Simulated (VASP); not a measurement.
# Co (Fm-3m) in VASP: single point with PBE

Aim: the single point of Co with PBE.

All numbers are computed with VASP 6.6.1; they aren't measurements. Logs are shortened: lines on timing, memory, paths and dates and some standing lists are left out, and cuts for length are marked.

### Step 1. The cell of the first run

Symmetry: Fm-3m, No. 225, cubic system. Conventional cell: a = 3.589 Å, b = 3.589 Å, c = 3.589 Å, α = 90.00°, β = 90.00°, γ = 90.00°. Co (site symmetry m-3m) has 12 Co at 2.54 Å within 3.3 Å.

### Step 2. Single point, PBE

Input file INCAR:

```
SYSTEM = Co
ALGO = Normal
EDIFF = 1E-7
ENCUT = 520
GGA = PE
ISIF = 2
ISMEAR = -1
ISYM = 0
LASPH = .True.
LCHARG = .False.
LREAL = .False.
LWAVE = .False.
NBANDS = 16
NELM = 100
PREC = Accurate
SIGMA = 0.05
```

Input file KPOINTS:

```
k-points
0
Gamma
  13 8 10
  0 0 0
```

Input file POSCAR:

```
Co
1.0
    0.0000000000     -1.7945000000     -1.7945000000
   -3.5890000000     -1.7945000000     -1.7945000000
    0.0000000000      1.7945000000     -1.7945000000
Co
2
Direct
    0.0000000000      0.0000000000      0.0000000000
    0.0000000000      0.5000000000      0.5000000000
```

Potentials or basis: VASP PAW PBE potentials, release 64 (Co).

Launch:

```
$ cat potpaw_PBE.64/Co/POTCAR > POTCAR
$ mpirun -np 1 vasp_std > vasp.out
```

OUTCAR:

```text
SYSTEM = Co
   EDIFF = 1E-7
   ENCUT = 520
   GGA = PE
   ISIF = 2
   ISMEAR = -1
   ISYM = 0
   LASPH = .True.
   LREAL = .False.
   NELM = 100
   PREC = Accurate

 ion  position               nearest neighbor table
   1  0.000  0.000  0.000-   2 2.54   2 2.54   2 2.54   2 2.54   2 2.54   2 2.54   2 2.54   2 2.54

   2  0.000  0.500  0.500-   1 2.54   1 2.54   1 2.54   1 2.54   1 2.54   1 2.54   1 2.54   1 2.54

IMPORTANT INFORMATION: All symmetrisations will be switched off!
NOSYMM: (Re-)initialisation of all symmetry stuff for point group C_1.

----------------------------------------------------------------------------------------

                                     Primitive cell

  volume of cell :      23.1148

  direct lattice vectors                    reciprocal lattice vectors
     0.000000000 -1.794500000 -1.794500000     0.278629145 -0.278629145 -0.278629145
    -3.589000000 -1.794500000 -1.794500000    -0.278629145  0.000000000  0.000000000
     0.000000000  1.794500000 -1.794500000     0.000000000  0.278629145 -0.278629145

  length of vectors
     2.537806238  4.395609343  2.537806238     0.482599835  0.278629145  0.394041115

  position of ions in fractional coordinates (direct lattice)
     0.000000000  0.000000000  0.000000000
     0.000000000  0.500000000  0.500000000

  ion indices of the primitive-cell ions
   primitive index   ion index
                 1           1
                 2           2

----------------------------------------------------------------------------------------

 KPOINTS: k-points

Automatic generation of k-mesh.
 Grid dimensions read from file:
 generate k-points for:   13    8   10

 Generating k-lattice:

  Cartesian coordinates                     Fractional coordinates (reciprocal lattice)
     0.021433011 -0.021433011 -0.021433011     0.076923077  0.000000000  0.000000000
    -0.034828643  0.000000000  0.000000000     0.000000000  0.125000000  0.000000000
     0.000000000  0.027862914 -0.027862914     0.000000000  0.000000000  0.100000000

  Length of vectors
     0.037123064  0.034828643  0.039404112

  Shift w.r.t. Gamma in fractional coordinates (k-lattice)
     0.000000000  0.000000000  0.000000000

 -----------------------------------------------------------------------------
|                                                                             |
|           W    W    AA    RRRRR   N    N  II  N    N   GGGG   !!!           |
|           W    W   A  A   R    R  NN   N  II  NN   N  G    G  !!!           |
|           W    W  A    A  R    R  N N  N  II  N N  N  G       !!!           |
|           W WW W  AAAAAA  RRRRR   N  N N  II  N  N N  G  GGG   !            |
|           WW  WW  A    A  R   R   N   NN  II  N   NN  G    G                |
|           W    W  A    A  R    R  N    N  II  N    N   GGGG   !!!           |
|                                                                             |
|     Your reciprocal lattice and k-lattice belong to different lattice       |
|     classes:                                                                |
|                                                                             |
|        The reciprocal lattice is simple tetragonal,                         |
|        whereas your k-lattice is simple monoclinic.                         |
|                                                                             |
|     Results are often still useful ...                                      |
|                                                                             |
 -----------------------------------------------------------------------------

 WARNING: IBZKPT: internal override: KBLOWUP is changed to .FALSE.
      ... skipping the blow-up phase ...

 Subroutine IBZKPT returns following result:
 ===========================================

 Found    522 irreducible k-points:

 Following reciprocal coordinates:
            Coordinates               Weight
  0.000000  0.000000  0.000000      1.000000
  0.076923  0.000000  0.000000      2.000000
  0.153846  0.000000  0.000000      2.000000
  0.230769  0.000000  0.000000      2.000000
  0.307692  0.000000  0.000000      2.000000
  0.384615  0.000000  0.000000      2.000000
[... 16 lines left out ...]
  0.153846  0.250000  0.000000      2.000000
  0.230769  0.250000  0.000000      2.000000
 [... further k-points ...]
   k-points           NKPTS =    522   k-points in BZ     NKDIM =    522   number of bands    NBANDS=     16
   number of dos      NEDOS =    301   number of ions     NIONS =      2
   total plane-waves  NPLWV =  14400
   dimension x,y,z NGX =    20 NGY =   36 NGZ =   20
   dimension x,y,z NGXF=    40 NGYF=   72 NGZF=   40
   ions per type =               2
   NGX,Y,Z   is equivalent  to a cutoff of  13.10, 13.62, 13.10 a.u.
   NGXF,Y,Z  is equivalent  to a cutoff of  26.20, 27.23, 26.20 a.u.
 SYSTEM =  Co
   PREC   = accura    normal or accurate (medium, high low for compatibility)
   ISTART =      0    job   : 0-new  1-cont  2-samecut
   ICHARG =      2    charge: 1-file 2-atom 10-const
   ISPIN  =      1    spin polarized calculation?
   LNONCOLLINEAR =      F non collinear calculations
   LSORBIT =      F    spin-orbit coupling
   LASPH  =      T    aspherical Exc in radial PAW
   ENCUT  =  520.0 eV  38.22 Ry    6.18 a.u.   4.72  8.17  4.72*2*pi/ulx,y,z
   NELM   =    100;   NELMIN=  2; NELMDL= -5     # of ELM steps
   EDIFF  = 0.1E-06   stopping-criterion for ELM
   LREAL  =      F    real-space projection
   EDIFFG = 0.1E-05   stopping-criterion for IOM
   NSW    =      0    number of steps for IOM
   IBRION =     -1    ionic relax: 0-MD 1-quasi-New 2-CG
   NFREE  =      0    steps in history (QN), initial steepest desc. (CG)
   ISIF   =      2    stress and relaxation
   ISYM   =      0    0-nonsym 1-usesym 2-fastsym
   POTIM  = 0.5000    time-step for ionic-motion
   TEBEG  =    0.0;   TEEND  =   0.0 temperature during run
   PSTRESS=    0.0 pullay stress
   NELECT =      18.0000    total number of electrons
   NUPDOWN=      -1.0000    fix difference up-down
   EMIN   =  10.00;   EMAX   =-10.00  energy-range for DOS
   EFERMI =   0.00;   METHOD = LEGACY
   ISMEAR =    -1;   SIGMA  =   0.05  broadening in eV -4-tet -1-fermi 0-gaus
   EFERMI_NEDOS =   21; number of points for ismear=-14 and -15
   IALGO  =     38    algorithm
   IMIX   =      4    mixing-type and parameters
     AMIX     =   0.40;   BMIX     =  1.00
     AMIX_MAG =   1.60;   BMIX_MAG =  1.00
  volume/ion in A,a.u.               =      11.56        77.99
  Fermi-wavevector in a.u.,A,eV,Ry     =   1.506152  2.846215 30.864743  2.268495
  Thomas-Fermi vector in A             =   2.616907
   LORBIT       =      0    0 simple, 1 ext, 2 COOP (PROOUT), +10 PAW based schemes
   GGA     = PE    functional components
   LHFCALC =     F    Hartree Fock is set to
   AEXX    =    0.0000 exact exchange contribution
   IVDW    =     0    specifies the selected vdW correction
   LEPSILON=     F    determine dielectric tensor
   LRPA    =     F    only Hartree local field effects (RPA)
 non-spin polarized calculation
  energy-cutoff  :      520.00
  volume of cell :       23.11
 maximum number of plane-waves:       649
   NGX =  9   NGY = 17   NGZ =  9

 number of electron      18.0000002 magnetization

 Free energy of the ion-electron system (eV)
  ---------------------------------------------------
  ext. energy  EPLUGINS =         0.00000000
  ---------------------------------------------------
  free energy    TOTEN  =       -13.50043380 eV

  energy without entropy =      -13.45512786  energy(sigma->0) =      -13.47778083

 E-fermi :   9.1893     XC(G=0): -13.0532

 val. band max:        9.1880894005   @ k =  -0.0769  -0.3750   0.1000
 cond. band min:       9.1900245428   @ k =   0.3846   0.0000   0.2000
 fundamental gap:      0.0019351423
 Fermi energy:         9.1892881644

 k-point     1 :       0.0000    0.0000    0.0000
  band No.  band energies     occupation
      1       0.8310      2.00000
      2       5.0904      2.00000
      3       5.6702      2.00000
      4       7.5584      2.00000
      5       7.5606      2.00000
      6       7.5631      2.00000
[... 8 lines left out ...]
     15      23.8009      0.00000
     16      28.6950      0.00000

 k-point     2 :       0.0769    0.0000    0.0000
  band No.  band energies     occupation
      1       1.0551      2.00000
      2       5.1788      2.00000
      3       5.7473      2.00000
      4       7.4959      2.00000
      5       7.6130      2.00000
      6       7.6137      2.00000
[... 8 lines left out ...]
     15      24.1523      0.00000
     16      29.3963      0.00000

 k-point     3 :       0.1538    0.0000    0.0000
  band No.  band energies     occupation
      1       1.7071      2.00000
      2       5.4226      2.00000
      3       5.9594      2.00000
      4       7.3349      2.00000
      5       7.7278      2.00000
      6       7.7288      2.00000
[... 8 lines left out ...]
     15      25.1513      0.00000
     16      28.1775      0.00000

 k-point     4 :       0.2308    0.0000    0.0000
  band No.  band energies     occupation
      1       2.7078      2.00000
      2       5.6860      2.00000
      3       6.2770      2.00000
      4       7.1868      2.00000
      5       7.6325      2.00000
      6       7.7775      2.00000
[... 8 lines left out ...]
     15      24.5108      0.00000
     16      26.6696      0.00000
[... 324 lines left out ...]
 k-point    22 :       0.0769    0.2500    0.0000
  band No.  band energies     occupation
      1       1.3539      2.00000
      2       5.1836      2.00000
      3       5.8435      2.00000
      4       7.3924      2.00000
      5       7.6882      2.00000
      6       7.6924      2.00000
[... 8 lines left out ...]
     15      24.6184      0.00000
     16      29.5035      0.00000

 k-point    23 :       0.1538    0.2500    0.0000
  band No.  band energies     occupation
      1       1.5340      2.00000
      2       5.4132      2.00000
      3       5.9061      2.00000
      4       7.3679      2.00000
      5       7.7060      2.00000
      6       7.7101      2.00000
[... 8 lines left out ...]
     15      24.8876      0.00000
     16      29.0824      0.00000

 k-point    24 :       0.2308    0.2500    0.0000
  band No.  band energies     occupation
      1       2.1325      2.00000
      2       5.7292      2.00000
      3       6.0805      2.00000
      4       7.2015      2.00000
      5       7.7808      2.00000
      6       7.8476      2.00000
[... 8 lines left out ...]
     15      25.7956      0.00000
     16      28.0365      0.00000

 [... further k-points ...]
[... 5 lines left out ...]
  --------------------------------------------------------------------------------------
  -------------------------------------------------------------------------------------
  Total       -3.2020577     -3.2410046     -3.2410047     -0.0031244      0.0398937     -0.0031244
  in kB     -221.9470408   -224.6466001   -224.6466068     -0.2165663      2.7651864     -0.2165609
  external PRESSURE =    -223.7467492 kB  Pullay stress =       0.0000000 kB

 VOLUME and BASIS-vectors are now :
 -----------------------------------------------------------------------------
  energy-cutoff  :      520.00
  volume of cell :       23.11
      direct lattice vectors                 reciprocal lattice vectors
     0.000000000 -1.794500000 -1.794500000     0.278629145 -0.278629145 -0.278629145
    -3.589000000 -1.794500000 -1.794500000    -0.278629145  0.000000000  0.000000000
     0.000000000  1.794500000 -1.794500000     0.000000000  0.278629145 -0.278629145

 POSITION                                       TOTAL-FORCE (eV/Angst)
 -----------------------------------------------------------------------------------
      0.00000      0.00000      0.00000         0.000000     -0.000000      0.000000
     -1.79450      0.00000     -1.79450        -0.000000      0.000000     -0.000000
 -----------------------------------------------------------------------------------
    total drift:                                0.000000     -0.000000     -0.000000

  FREE ENERGIE OF THE ION-ELECTRON SYSTEM (eV)
  ---------------------------------------------------
  free  energy   TOTEN  =       -13.5004337994 eV

  energy  without entropy=      -13.4551278639  energy(sigma->0) =      -13.47778083
```

Run time: 3.2 min. Hardware: 1 thread of AMD EPYC 9R45 (Zen 5), shared host; peak memory 0.24 GiB.

What came out:

| Quantity | Value |
| --- | --- |
| Free energy | -13.5004 eV |
| Pressure | -22.4 GPa |
| Band gap on the k mesh | zero (band 9 reaches 9.64 eV, above the bottom of band 10 at 8.45 eV) |

Caveat: the run has no spin polarisation, though such a crystal can be magnetic.
